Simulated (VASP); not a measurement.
Here is a VASP 6.6.1 calculation.

The input INCAR:

```
SYSTEM = BeGe2
  PREC = Accurate
  ENCUT = 520
  EDIFF = 1E-6
  ISMEAR = 0
  SIGMA = 0.2
  LREAL = .False.
  LASPH = .True.
  NELM = 60
  ALGO = Normal
  ISIF = 2
  LWAVE = .False.
  LCHARG = .False.
  GGA = PE
  NBANDS = 72
```

File KPOINTS:

```
Automatic mesh
0
Gamma
  4 4 2
  0 0 0
```

File POSCAR:

```
BeGe2
1.0
   -0.0031732430      0.0024244587      4.2193411661
    6.0416625709     -0.9463356692      0.0045731252
   -1.9415163252     12.0749518847     -0.0072149445
Be Ge
4 8
Direct
    0.7500564136      0.4986701281      0.2499325726
    0.7499785067      0.5013009561      0.7500508006
    0.2500192773      0.4987037898      0.2499484287
    0.2499467664      0.5013338434      0.7500682151
    0.0000283805      0.2059496365      0.3037802354
   -0.0000491683      0.2079365648      0.8033066578
    0.0000505472      0.7920605178      0.1966875651
   -0.0000350646      0.7940450753      0.6962203800
    0.5000225042      0.3921237394      0.3966140223
    0.4999433841      0.3937314183      0.8964139652
    0.5000587798      0.6062724119      0.1035893630
    0.4999796730      0.6078719184      0.6033877941
```

Potentials or basis: VASP PAW PBE potentials, release 64 (Be, Ge_d).

The run is started by

```console
$ cat potpaw_PBE.64/Be/POTCAR potpaw_PBE.64/Ge_d/POTCAR > POTCAR
$ mpirun -np 1 vasp_std > vasp.out
```

Q: Estimate the band gap on the k mesh.

A: Zero (bands 60 and 61 overlap by 0.25 eV).

Q: Estimate the largest force.

A: 0.011 eV/Å.

Q: Estimate the pressure.

A: 0.0 GPa.

Forces on the atoms (eV/Å):
```
Be   0.001  0.001 -0.001
Be  -0.001  0.000 -0.001
Be   0.001  0.000  0.001
Be  -0.001  0.000  0.001
Ge  -0.007 -0.005  0.000
Ge  -0.008 -0.004  0.000
Ge   0.007  0.005  0.000
Ge   0.008  0.004  0.001
Ge   0.005  0.009  0.000
Ge   0.003  0.010  0.000
Ge  -0.004 -0.010  0.000
Ge  -0.005 -0.010  0.000
```

Caveat: the k points lie up to 0.37 Å⁻¹ apart.
